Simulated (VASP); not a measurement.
RbBr:

```xyz
2
Lattice="0.0000 3.4270 3.4270 3.4270 0.0000 3.4270 3.4270 3.4270 0.0000" Properties=species:S:1:pos:R:3 pbc="T T T"
Rb    0.0000    0.0000    0.0000
Br    3.4270    3.4270    3.4270
```

- Program: VASP 6.6.1
- Task: relaxation of cell and atoms
- Functional: revPBE
- Dispersion: D3(BJ)
- Potentials or basis: VASP PAW PBE potentials, release 64 (Rb_sv, Br)
- Cutoff: 500 eV
- k mesh: 4 × 4 × 4
- Occupations: gaussian, width 0.01 eV
- Spin: no spin polarisation

At the start: pressure 0.6 GPa; volume 40.25 Å³/atom.

**Question.** Where does the relaxation end?

**Answer.** Over 4 steps the energy falls by 3.5 meV/atom and the volume is 42.16 Å³/atom (+4.7 %); space group Fm-3m (No. 225, to 0.1 Å) before and after.

Step by step:
```tsv
step	energy change (eV)	largest force (eV/Å)	pressure (GPa)	volume (Å³)
1	0.0000	0.0000	0.62	80.50
2	-0.0053	0.0000	0.30	82.33
3	-0.0070	0.0000	-0.04	84.59
4	-0.0071	0.0000	0.00	84.32
```

Final structure:
```yaml
crystal:
  lattice:
    - [0.00000, 3.48041, 3.48041]
    - [3.48041, 0.00000, 3.48041]
    - [3.48041, 3.48041, 0.00000]
  atoms:
    - { symbol: Rb, position: [0.00000, 0.00000, 0.00000] }
    - { symbol: Br, position: [0.50000, 0.50000, 0.50000] }
```

Caveat: the PAW data sets were made with another functional, which shifts forces and pressure a little.
